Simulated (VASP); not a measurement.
# Cd2S (P6/mmm) in VASP: a series of runs

Cd2S is run at these levels: r2SCAN; tasks: single point.

Program: VASP 6.6.1. These are calculated values, not measurements. Logs are shortened: lines on timing, memory, paths and dates and some standing lists are left out, and cuts for length are marked.

## 1. The cell of the first run

Symmetry: P6/mmm, No. 191, hexagonal system. Conventional cell: a = 4.343 Å, b = 4.343 Å, c = 4.689 Å, α = 90.00°, β = 90.00°, γ = 120.00°. Cd (site symmetry -6m2) has 3 Cd at 2.51 Å within 3.3 Å. Within 4.5 Å of S (site symmetry 6/mmm) lie 12 Cd at 3.43 Å and 6 S at 4.34 Å.

## 2. Single point, r2SCAN

Input file POSCAR:

```
Cd2S
1.0
    4.3425540890      0.0000000000      0.0000000000
   -2.1712770445      3.7607621584      0.0000000000
    0.0000000000      0.0000000000      4.6888042489
Cd S
2 1
Direct
    0.3333333333      0.6666666667      0.5000000000
    0.6666666667      0.3333333333      0.5000000000
    0.0000000000      0.0000000000      0.0000000000
```

Input file INCAR.step1:

```
SYSTEM = Cd2S
PREC = Accurate
ENCUT = 550
ISMEAR = 0
SIGMA = 0.1
LREAL = .FALSE.
LASPH = .TRUE.
NELM = 120
NBANDS = 22
GGA = PE
ALGO = Normal
EDIFF = 1E-5
LWAVE = .TRUE.
LCHARG = .FALSE.
GGA_COMPAT = .FALSE.
```

Input file INCAR.step2:

```
SYSTEM = Cd2S
PREC = Accurate
ENCUT = 550
EDIFF = 1E-6
ISMEAR = 0
SIGMA = 0.1
LREAL = .FALSE.
LASPH = .TRUE.
NELM = 120
ALGO = Normal
ISIF = 2
LWAVE = .FALSE.
LCHARG = .FALSE.
METAGGA = R2SCAN
LMIXTAU = .TRUE.
NBANDS = 22
ISTART = 1
GGA_COMPAT = .FALSE.
```

Input file KPOINTS:

```
Automatic mesh
0
G
  6 6 4
  0 0 0
```

Potentials or basis: VASP PAW PBE potentials, release 64 (Cd, S).

Launch:

```bash
> cat potpaw_PBE.64/Cd/POTCAR potpaw_PBE.64/S/POTCAR > POTCAR
> cp INCAR.step1 INCAR
> mpirun -np 1 vasp_std > vasp.out
> cp INCAR.step2 INCAR
> mpirun -np 1 vasp_std > vasp.out
```

OUTCAR:

```text
SYSTEM = Cd2S
   PREC = Accurate
   ENCUT = 550
   EDIFF = 1E-6
   ISMEAR = 0
   LREAL = .FALSE.
   LASPH = .TRUE.
   NELM = 120
   ISIF = 2
   METAGGA = R2SCAN
   ISTART = 1

 ion  position               nearest neighbor table
   1  0.333  0.667  0.500-   2 2.51   2 2.51   2 2.51
   2  0.667  0.333  0.500-   1 2.51   1 2.51   1 2.51
   3  0.000  0.000  0.000-

  LATTYP: Found a hexagonal cell.
 ALAT       =     4.3425540890
 C/A-ratio  =     1.0797342193

  Lattice vectors:

 A1 = (   4.3425540890,   0.0000000000,   0.0000000000)
 A2 = (  -2.1712770445,   3.7607621584,   0.0000000000)
 A3 = (   0.0000000000,   0.0000000000,   4.6888042489)

Analysis of symmetry for initial positions (statically):
=====================================================================
 Subroutine PRICEL returns:
 Original cell was already a primitive cell.

 Routine SETGRP: Setting up the symmetry group for a
 hexagonal supercell.

 Subroutine GETGRP returns: Found 24 space group operations
 (whereof 24 operations were pure point group operations)
 out of a pool of 24 trial point group operations.

The static configuration has the point symmetry D_6h.

Analysis of symmetry for dynamics (positions and initial velocities):
=====================================================================
 Subroutine PRICEL returns:
 Original cell was already a primitive cell.

 Routine SETGRP: Setting up the symmetry group for a
 hexagonal supercell.

 Subroutine GETGRP returns: Found 24 space group operations
 (whereof 24 operations were pure point group operations)
 out of a pool of 24 trial point group operations.

The dynamic configuration has the point symmetry D_6h.

 Subroutine INISYM returns: Found 24 space group operations
 (whereof 24 operations are pure point group operations),
 and found     1 'primitive' translations

----------------------------------------------------------------------------------------

                                     Primitive cell

  volume of cell :      76.5743

  direct lattice vectors                    reciprocal lattice vectors
     4.342554089  0.000000000  0.000000000     0.230279227  0.132951774  0.000000000
    -2.171277045  3.760762158  0.000000000     0.000000000  0.265903548  0.000000000
     0.000000000  0.000000000  4.688804249     0.000000000  0.000000000  0.213273992

  length of vectors
     4.342554089  4.342554089  4.688804249     0.265903548  0.265903548  0.213273992

  position of ions in fractional coordinates (direct lattice)
     0.333333333  0.666666667  0.500000000
     0.666666667  0.333333333  0.500000000
     0.000000000  0.000000000  0.000000000

  ion indices of the primitive-cell ions
   primitive index   ion index
                 1           1
                 2           2
                 3           3

----------------------------------------------------------------------------------------

 KPOINTS: Automatic mesh

Automatic generation of k-mesh.
 Grid dimensions read from file:
 generate k-points for:    6    6    4

 Generating k-lattice:

  Cartesian coordinates                     Fractional coordinates (reciprocal lattice)
     0.038379871  0.022158629  0.000000000     0.166666667  0.000000000  0.000000000
     0.000000000  0.044317258  0.000000000     0.000000000  0.166666667  0.000000000
     0.000000000  0.000000000  0.053318498     0.000000000  0.000000000  0.250000000

  Length of vectors
     0.044317258  0.044317258  0.053318498

  Shift w.r.t. Gamma in fractional coordinates (k-lattice)
     0.000000000  0.000000000  0.000000000

 Subroutine IBZKPT returns following result:
 ===========================================

 Found     21 irreducible k-points:

 Following reciprocal coordinates:
            Coordinates               Weight
  0.000000  0.000000  0.000000      1.000000
  0.166667  0.000000  0.000000      6.000000
  0.333333  0.000000  0.000000      6.000000
  0.500000  0.000000  0.000000      3.000000
  0.166667  0.166667  0.000000      6.000000
  0.333333  0.166667  0.000000     12.000000
[... 13 lines left out ...]
  0.333333  0.166667  0.500000     12.000000
  0.333333  0.333333  0.500000      2.000000
   k-points           NKPTS =     21   k-points in BZ     NKDIM =     21   number of bands    NBANDS=     22
   number of dos      NEDOS =    301   number of ions     NIONS =      3
   total plane-waves  NPLWV =  46656
   dimension x,y,z NGX =    36 NGY =   36 NGZ =   36
   dimension x,y,z NGXF=    72 NGYF=   72 NGZF=   72
   ions per type =               2   1
   NGX,Y,Z   is equivalent  to a cutoff of  13.78, 13.78, 12.76 a.u.
   NGXF,Y,Z  is equivalent  to a cutoff of  27.56, 27.56, 25.53 a.u.
 SYSTEM =  Cd2S
   PREC   = accura    normal or accurate (medium, high low for compatibility)
   ISTART =      1    job   : 0-new  1-cont  2-samecut
   ICHARG =      0    charge: 1-file 2-atom 10-const
   ISPIN  =      1    spin polarized calculation?
   LNONCOLLINEAR =      F non collinear calculations
   LSORBIT =      F    spin-orbit coupling
   LASPH  =      T    aspherical Exc in radial PAW
   ENCUT  =  550.0 eV  40.42 Ry    6.36 a.u.   8.30  8.30  8.97*2*pi/ulx,y,z
   NELM   =    120;   NELMIN=  2; NELMDL=  0     # of ELM steps
   EDIFF  = 0.1E-05   stopping-criterion for ELM
   LREAL  =      F    real-space projection
   EDIFFG = 0.1E-04   stopping-criterion for IOM
   NSW    =      0    number of steps for IOM
   IBRION =     -1    ionic relax: 0-MD 1-quasi-New 2-CG
   NFREE  =      0    steps in history (QN), initial steepest desc. (CG)
   ISIF   =      2    stress and relaxation
   ISYM   =      2    0-nonsym 1-usesym 2-fastsym
   POTIM  = 0.5000    time-step for ionic-motion
   TEBEG  =    0.0;   TEEND  =   0.0 temperature during run
   PSTRESS=    0.0 pullay stress
   NELECT =      30.0000    total number of electrons
   NUPDOWN=      -1.0000    fix difference up-down
   EMIN   =  10.00;   EMAX   =-10.00  energy-range for DOS
   EFERMI =   0.00;   METHOD = LEGACY
   ISMEAR =     0;   SIGMA  =   0.10  broadening in eV -4-tet -1-fermi 0-gaus
   EFERMI_NEDOS =   21; number of points for ismear=-14 and -15
   IALGO  =     38    algorithm
   IMIX   =      4    mixing-type and parameters
     AMIX     =   0.40;   BMIX     =  1.00
     AMIX_MAG =   1.60;   BMIX_MAG =  1.00
  volume/ion in A,a.u.               =      25.52       172.25
  Fermi-wavevector in a.u.,A,eV,Ry     =   1.197901  2.263704 19.523901  1.434966
  Thomas-Fermi vector in A             =   2.333804
   LORBIT       =      0    0 simple, 1 ext, 2 COOP (PROOUT), +10 PAW based schemes
   METAGGA = R2SCAN    functional components
   LHFCALC =     F    Hartree Fock is set to
   AEXX    =    0.0000 exact exchange contribution
   IVDW    =     0    specifies the selected vdW correction
   LEPSILON=     F    determine dielectric tensor
   LRPA    =     F    only Hartree local field effects (RPA)
 non-spin polarized calculation
 Gauss-broadening in eV      SIGMA  =   0.10
  energy-cutoff  :      550.00
  volume of cell :       76.57
 maximum number of plane-waves:      2265
 NGX is ok and might be reduce to    36
   NGX = 17   NGY = 17   NGZ = 17

 number of electron      30.0000010 magnetization

 Free energy of the ion-electron system (eV)
  ---------------------------------------------------
  ext. energy  EPLUGINS =         0.00000000
  ---------------------------------------------------
  free energy    TOTEN  =       -46.49982197 eV

  energy without entropy =      -46.49257122  energy(sigma->0) =      -46.49619659

 E-fermi :   1.1230     XC(G=0): -10.0768

 val. band max:        1.0157963682   @ k =   0.3333   0.0000   0.2500
 cond. band min:       1.1474016638   @ k =   0.1667   0.1667   0.2500
 fundamental gap:      0.1316052956
 Fermi energy:         1.1230191847

 k-point     1 :       0.0000    0.0000    0.0000
  band No.  band energies     occupation
      1     -10.7489      2.00000
      2      -8.7664      2.00000
      3      -8.4669      2.00000
      4      -8.4668      2.00000
      5      -8.2462      2.00000
      6      -8.2462      2.00000
[... 14 lines left out ...]
     21      10.9711      0.00000
     22      10.9711      0.00000

 k-point     2 :       0.1667    0.0000    0.0000
  band No.  band energies     occupation
      1     -10.6653      2.00000
      2      -8.8386      2.00000
      3      -8.7160      2.00000
      4      -8.6116      2.00000
      5      -8.2821      2.00000
      6      -8.2185      2.00000
[... 14 lines left out ...]
     21      11.0294      0.00000
     22      11.1355      0.00000

 k-point     3 :       0.3333    0.0000    0.0000
  band No.  band energies     occupation
      1     -10.5032      2.00000
      2      -9.0697      2.00000
      3      -8.9818      2.00000
      4      -8.5701      2.00000
      5      -8.3475      2.00000
      6      -8.1638      2.00000
[... 14 lines left out ...]
     21      10.4047      0.00000
     22      11.7543      0.00000

 k-point     4 :       0.5000    0.0000    0.0000
  band No.  band energies     occupation
      1     -10.4288      2.00000
      2      -9.1504      2.00000
      3      -9.0778      2.00000
      4      -8.5304      2.00000
      5      -8.3775      2.00000
      6      -8.1371      2.00000
[... 14 lines left out ...]
     21      11.6103      0.00000
     22      11.8736      0.00000

 k-point     5 :       0.1667    0.1667    0.0000
  band No.  band energies     occupation
      1     -10.5448      2.00000
      2      -9.0938      2.00000
      3      -8.7901      2.00000
      4      -8.6416      2.00000
      5      -8.3560      2.00000
      6      -8.1434      2.00000
[... 14 lines left out ...]
     21       9.5706      0.00000
     22      11.3257      0.00000

 k-point     6 :       0.3333    0.1667    0.0000
  band No.  band energies     occupation
      1     -10.4399      2.00000
      2      -9.2679      2.00000
      3      -8.8709      2.00000
      4      -8.5927      2.00000
      5      -8.4316      2.00000
      6      -8.0340      2.00000
[... 14 lines left out ...]
     21      10.4660      0.00000
     22      12.6301      0.00000

 k-point     7 :       0.3333    0.3333    0.0000
  band No.  band energies     occupation
      1     -10.4214      2.00000
      2      -9.3428      2.00000
      3      -8.7049      2.00000
      4      -8.7049      2.00000
      5      -8.4848      2.00000
      6      -7.8047      2.00000
[... 249 lines left out ...]
      6      -8.0879      2.00000
[... 14 lines left out ...]
     21      12.3654      0.00000
     22      12.4355      0.00000

 k-point    18 :       0.5000    0.0000    0.5000
  band No.  band energies     occupation
      1     -10.3931      2.00000
      2      -9.2107      2.00000
      3      -9.0764      2.00000
      4      -8.5256      2.00000
      5      -8.4110      2.00000
      6      -7.9234      2.00000
[... 14 lines left out ...]
     21      12.6862      0.00000
     22      14.5355      0.00000

 k-point    19 :       0.1667    0.1667    0.5000
  band No.  band energies     occupation
      1     -10.4358      2.00000
      2      -9.1100      2.00000
      3      -8.7883      2.00000
      4      -8.6483      2.00000
      5      -8.3228      2.00000
      6      -8.1719      2.00000
[... 14 lines left out ...]
     21      11.1087      0.00000
     22      11.6069      0.00000

 k-point    20 :       0.3333    0.1667    0.5000
  band No.  band energies     occupation
      1     -10.3983      2.00000
      2      -9.3400      2.00000
      3      -8.8706      2.00000
      4      -8.5901      2.00000
      5      -8.3302      2.00000
      6      -7.9983      2.00000
[... 14 lines left out ...]
     21      12.7613      0.00000
     22      12.9239      0.00000

 k-point    21 :       0.3333    0.3333    0.5000
  band No.  band energies     occupation
      1     -10.3924      2.00000
      2      -9.4560      2.00000
      3      -8.7033      2.00000
      4      -8.7033      2.00000
      5      -8.2439      2.00000
      6      -7.8398      2.00000
[... 14 lines left out ...]
     21      12.3239      0.00000
     22      12.3239      0.00000

------------------------ aborting loop because EDIFF is reached ----------------------------------------

  FORCE on cell =-STRESS in cart. coord.  units (eV):
  Direction    XX          YY          ZZ          XY          YZ          ZX
  --------------------------------------------------------------------------------------
  -------------------------------------------------------------------------------------
  Total        5.1080021      5.1080021     -5.6176733      0.0000000     -0.0000000      0.0000000
  in kB      106.8755688    106.8755688   -117.5395034      0.0000000     -0.0000000      0.0000000
  external PRESSURE =      32.0705447 kB  Pullay stress =       0.0000000 kB

 VOLUME and BASIS-vectors are now :
 -----------------------------------------------------------------------------
  energy-cutoff  :      550.00
  volume of cell :       76.57
      direct lattice vectors                 reciprocal lattice vectors
     4.342554089  0.000000000  0.000000000     0.230279227  0.132951774  0.000000000
    -2.171277045  3.760762158  0.000000000     0.000000000  0.265903548  0.000000000
     0.000000000  0.000000000  4.688804249     0.000000000  0.000000000  0.213273992

 POSITION                                       TOTAL-FORCE (eV/Angst)
 -----------------------------------------------------------------------------------
     -0.00000      2.50717      2.34440         0.000000      0.000000     -0.000000
      2.17128      1.25359      2.34440        -0.000000      0.000000      0.000000
      0.00000      0.00000      0.00000        -0.000000      0.000000      0.000000
 -----------------------------------------------------------------------------------
    total drift:                                0.000000     -0.000000     -0.000000

  FREE ENERGIE OF THE ION-ELECTRON SYSTEM (eV)
  ---------------------------------------------------
  free  energy   TOTEN  =       -46.4998219692 eV

  energy  without entropy=      -46.4925712174  energy(sigma->0) =      -46.49619659
```

It took 62 s on 1 thread of Intel Xeon 6975P-C (Granite Rapids), shared host; peak memory 0.23 GiB.

Results:

- Free energy: -46.4998 eV
- Pressure: 3.2 GPa
- Band gap on the k mesh: zero (bands 15 and 16 overlap by 2.53 eV)

Stress tensor (GPa, compression positive):
```
 10.69   0.00   0.00
  0.00  10.69   0.00
  0.00   0.00 -11.75
```

Caveat: the cell stands under pressure; the PAW data sets were made with another functional, which shifts forces and pressure a little.

## 3. Single point, r2SCAN

This run uses another cell than the first one, of 23.06 Å³/atom.

Input file POSCAR:

```
Cd2S
1.0
    4.6469264186      0.0000000000      0.0000000000
   -2.3234632093      4.0243563281      0.0000000000
    0.0000000000      0.0000000000      3.6993810598
Cd S
2 1
Direct
    0.3333333333      0.6666666667      0.5000000000
    0.6666666667      0.3333333333      0.5000000000
    0.0000000000      0.0000000000      0.0000000000
```

Input file INCAR.step1:

```
SYSTEM = Cd2S
PREC = Accurate ; ENCUT = 550
ISMEAR = 0 ; SIGMA = 0.1
LREAL = .FALSE. ; LASPH = .TRUE.
NELM = 120 ; NBANDS = 22
GGA = PE ; ALGO = Normal
EDIFF = 1E-5 ; LWAVE = .TRUE.
LCHARG = .FALSE. ; GGA_COMPAT = .FALSE.
```

Input file INCAR.step2:

```
SYSTEM = Cd2S
PREC = Accurate ; ENCUT = 550
EDIFF = 1E-6 ; ISMEAR = 0
SIGMA = 0.1 ; LREAL = .FALSE.
LASPH = .TRUE. ; NELM = 120
ALGO = Normal ; ISIF = 2
LWAVE = .FALSE. ; LCHARG = .TRUE.
METAGGA = R2SCAN ; LMIXTAU = .TRUE.
LELF = .TRUE. ; LVHAR = .TRUE.
NBANDS = 22 ; ISTART = 1
GGA_COMPAT = .FALSE.
```

Input file KPOINTS:

```
Automatic mesh
0
G
  12 12 10
  0 0 0
```

Potentials or basis: VASP PAW PBE potentials, release 64 (Cd, S).

Launch:

```bash
> cat potpaw_PBE.64/Cd/POTCAR potpaw_PBE.64/S/POTCAR > POTCAR
> cp INCAR.step1 INCAR
> mpirun -np 1 vasp_std > vasp.out
> cp INCAR.step2 INCAR
> mpirun -np 1 vasp_std > vasp.out
```

Run time: 3.5 min. Hardware: 1 thread of Intel Xeon 6975P-C (Granite Rapids), shared host; peak memory 0.31 GiB.

It converged, with:

```
Free energy            : -47.4752 eV
Pressure               : 0.4 GPa
Band gap on the k mesh : zero (bands 15 and 16 overlap by 3.12 eV)
```

Stress tensor (GPa, compression positive):
```
0.56 0.00 0.00
0.00 0.56 0.00
0.00 0.00 0.06
```

Levels at points of the mesh, in eV from the Fermi level:
```csv
k point,band 11,band 12,band 13,band 14,band 15,band 16,band 17,band 18,band 19,band 20
"(0.00, 0.00, 0.00)",-8.79,-4.66,-2.16,-2.16,-1.37,2.37,2.37,3.87,6.41,7.05
"(0.50, 0.00, 0.00)",-8.54,-5.92,-3.24,-2.09,-0.83,1.36,4.36,5.24,6.10,9.13
"(0.00, 0.00, 0.50)",-8.60,-5.82,-1.70,-1.70,0.26,0.41,4.40,4.40,6.19,6.22
"(0.50, 0.00, 0.50)",-8.46,-4.24,-3.48,-2.82,-1.78,1.23,1.81,2.35,4.78,9.32
```

Caveat: the PAW data sets were made with another functional, which shifts forces and pressure a little.

(Part 1 of 2 ends here.)
